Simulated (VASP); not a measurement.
Wanted: the native input for a VASP 6.6.1 run.

| Property | Result |
| --- | --- |
| Task | single point |
| Functional | r2SCAN |
| Potentials or basis | VASP PAW PBE potentials, release 64 (B) |
| Cutoff | 520 eV |
| k mesh | 23 × 23 × 10 |
| Occupations | fermi-dirac, width 0.15 eV |
| Spin | no spin polarisation |
| Dipole correction | no |
| Further INCAR settings | ALGO = Normal; EDIFF = 1e-07; NBANDS = 8 |

The system is B.

```xyz
1
Lattice="1.7024 0.0000 0.0000 -0.8512 1.4744 0.0000 0.0000 0.0000 3.6354" Properties=species:S:1:pos:R:3 pbc="T T T"
B     0.0000    0.0000    0.0000
```

The input as run:

POSCAR

```
B
1.0
    1.7024335800      0.0000000000      0.0000000000
   -0.8512167900      1.4743507200      0.0000000000
    0.0000000000      0.0000000000      3.6354228500
B
1
Direct
    0.0000000000      0.0000000000      0.0000000000
```

INCAR.step1

```
SYSTEM = B
PREC     = Accurate       ! precision mode
ENCUT    = 520            ! plane-wave cutoff, eV
ISMEAR   = -1             ! smearing method
SIGMA    = 0.15           ! smearing width, eV
LREAL    = .False.        ! projectors in reciprocal space
LASPH    = .True.         ! aspherical terms in the spheres
NELM     = 100            ! most SCF steps
NBANDS   = 8              ! bands
GGA      = PE             ! functional
ALGO     = Normal         ! electronic algorithm
EDIFF    = 1E-4           ! SCF threshold, eV
LWAVE    = .True.         ! write WAVECAR
LCHARG   = .False.        ! write CHGCAR
```

INCAR.step2

```
SYSTEM = B
PREC     = Accurate       ! precision mode
ENCUT    = 520            ! plane-wave cutoff, eV
EDIFF    = 1E-7           ! SCF threshold, eV
ISMEAR   = -1             ! smearing method
SIGMA    = 0.15           ! smearing width, eV
LREAL    = .False.        ! projectors in reciprocal space
LASPH    = .True.         ! aspherical terms in the spheres
NELM     = 100            ! most SCF steps
ALGO     = Normal         ! electronic algorithm
ISIF     = 2              ! what is computed and relaxed
LWAVE    = .False.        ! write WAVECAR
LCHARG   = .True.         ! write CHGCAR
METAGGA  = R2SCAN         ! meta-GGA
LMIXTAU  = .True.       
LELF     = .True.         ! ELF
LVHAR    = .True.       
NBANDS   = 8              ! bands
ISTART   = 1
```

KPOINTS

```
Automatic mesh
0
Gamma
  23 23 10
  0 0 0
```

Potentials or basis: VASP PAW PBE potentials, release 64 (B).

Run with:

```bash
$ cat potpaw_PBE.64/B/POTCAR > POTCAR
$ cp INCAR.step1 INCAR
$ mpirun -np 1 vasp_std > vasp.out
$ cp INCAR.step2 INCAR
$ mpirun -np 1 vasp_std > vasp.out
```

Results of the run:

```
Pressure : 1.1 GPa
```

Caveat: the PAW data sets were made with another functional, which shifts forces and pressure a little.

It took 2.5 min on 1 thread of Intel Xeon 8259CL, on a shared host, peak memory 0.13 GiB.
